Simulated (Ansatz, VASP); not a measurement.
## K3Ta2H9 in VASP and in Ansatz

File INCAR:

```
SYSTEM = K3Ta2H9
PREC = Accurate
ENCUT = 520
EDIFF = 1E-7
ISMEAR = 0
SIGMA = 0.1
LREAL = .False.
LASPH = .True.
NELM = 100
ALGO = Normal
ISIF = 2
LWAVE = .False.
LCHARG = .False.
GGA = PE
NBANDS = 42
```

KPOINTS

```
regular mesh
0
Gamma
  4 4 2
  0 0 0
```

The input POSCAR:

```
K3Ta2H9
1.0
    4.7068265400      0.0000000000      0.0000000000
    0.0000000000      4.7068265400      0.0000000000
    0.0000000000      0.0000000000     14.1204796200
K Ta H
3 2 9
Direct
    0.5000000000      0.5000000000      0.0000000000
    0.5000000000      0.5000000000      0.3333333300
    0.5000000000      0.5000000000      0.6666666700
    0.0000000000      0.0000000000      0.8333333300
    0.0000000000      0.0000000000      0.1666666700
    0.5000000000      0.0000000000      0.8333333300
    0.5000000000      0.0000000000      0.1666666700
    0.5000000000      0.0000000000      0.5000000000
    0.0000000000      0.5000000000      0.8333333300
    0.0000000000      0.5000000000      0.1666666700
    0.0000000000      0.5000000000      0.5000000000
    0.0000000000      0.0000000000      0.0000000000
    0.0000000000      0.0000000000      0.3333333300
    0.0000000000      0.0000000000      0.6666666700
```

Input for Ansatz:

```yaml
crystal:
  lattice:
    - [4.70682654, 0.0, 0.0]
    - [0.0, 4.70682654, 0.0]
    - [0.0, 0.0, 14.12047962]
  atoms:
    - { symbol: K, position: [0.5, 0.5, 0.0] }
    - { symbol: K, position: [0.5, 0.5, 0.33333333] }
    - { symbol: K, position: [0.5, 0.5, 0.66666667] }
    - { symbol: Ta, position: [0.0, 0.0, 0.83333333] }
    - { symbol: Ta, position: [0.0, 0.0, 0.16666667] }
    - { symbol: H, position: [0.5, 0.0, 0.83333333] }
    - { symbol: H, position: [0.5, 0.0, 0.16666667] }
    - { symbol: H, position: [0.5, 0.0, 0.5] }
    - { symbol: H, position: [0.0, 0.5, 0.83333333] }
    - { symbol: H, position: [0.0, 0.5, 0.16666667] }
    - { symbol: H, position: [0.0, 0.5, 0.5] }
    - { symbol: H, position: [0.0, 0.0, 0.0] }
    - { symbol: H, position: [0.0, 0.0, 0.33333333] }
    - { symbol: H, position: [0.0, 0.0, 0.66666667] }
basis:
  ecutwfc: 420
kpoints:
  mp_grid: { grid: [4, 4, 2] }
hamiltonian:
  xc: pbe
scf:
  occupations: { method: gaussian, width: 0.1 }
  lower_state_search: "off"
output:
  forces: true
  stress: true
  eigenvalues: true
```

Change from the starting cell: ordered vacancies on the cation sites of perovskite (P4/mmm, No. 123).

Alike in both runs: task single point; functional PBE; k mesh 4 × 4 × 2; occupations gaussian, width 0.1 eV; no spin polarisation.

|  | VASP | Ansatz |
| --- | --- | --- |
| version | VASP 6.6.1 | Ansatz 0.2.0 |
| potentials or method | VASP PAW PBE potentials, release 64 (K_sv, Ta_pv, H), cutoff 520 eV | scalar-relativistic, plane waves, PAW |
| valence electrons in the cell | 58 | 62 |

|  | VASP | Ansatz | Ansatz less VASP |
| --- | --- | --- | --- |
| gap on the k mesh at the Fermi level (eV) | none | none | - |
| pressure (GPa) | -9.2 | -9.2 | +0.04 |
| traceless stress, the component that is largest in VASP (GPa) | -0.70 | -0.69 | +0.001 |
| rms of the force components (eV/Å) | 0.530 | 0.530 | +0.0001 |

Atom by atom the forces differ by 0.001 eV/Å (rms over components). A gap of «none» marks a metal or a gap that the smearing closes. VASP's potentials hold 58 valence electrons a cell and Ansatz's 62, so a difference there can come from the potentials and not from the codes.

Spin-orbit coupling is off throughout.
